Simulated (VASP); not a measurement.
Write the native input for VASP 6.6.1 that does the following.

- Task: single point
- Functional: PBE
- Potentials or basis: VASP PAW PBE potentials, release 64 (In_d, Pt, C)
- Cutoff: 520 eV
- k mesh: 6 × 6 × 6
- Occupations: gaussian, width 0.1 eV
- Spin: no spin polarisation
- Dipole correction: no
- Further INCAR settings: ALGO = Normal; EDIFF = 1e-06; NBANDS = 32

The structure of InPt3C lies in POSCAR:

```
InPt3C
1.0
    4.0809385378      0.0000000000      0.0000000000
    0.0000000000      4.0809385378      0.0000000000
    0.0000000000      0.0000000000      4.0809385378
In Pt C
1 3 1
Direct
    0.0000000000      0.0000000000      0.0000000000
    0.5000000000      0.0000000000      0.5000000000
    0.5000000000      0.5000000000      0.0000000000
    0.0000000000      0.5000000000      0.5000000000
    0.5000000000      0.5000000000      0.5000000000
```

The input as run:

INCAR

```
SYSTEM = InPt3C
ALGO = Normal
EDIFF = 1E-6
ENCUT = 520
GGA = PE
ISIF = 2
ISMEAR = 0
LASPH = .TRUE.
LCHARG = .FALSE.
LREAL = .FALSE.
LWAVE = .FALSE.
NBANDS = 32
NELM = 80
PREC = Accurate
SIGMA = 0.1
```

KPOINTS

```
k-points
0
G
  6 6 6
  0 0 0
```

Potentials or basis: VASP PAW PBE potentials, release 64 (In_d, Pt, C).

Launch:

```sh
$ cat potpaw_PBE.64/In_d/POTCAR potpaw_PBE.64/Pt/POTCAR potpaw_PBE.64/C/POTCAR > POTCAR
$ mpirun -np 1 vasp_std > vasp.out
```

It gave:

```yaml
Pressure: 32.6 GPa
```

It took 37 s on 1 thread of Intel(R) Xeon(R) Platinum 8259CL CPU @ 2.50GHz (Skylake/Cascade Lake), with other jobs on the host, peak memory 0.19 GiB.
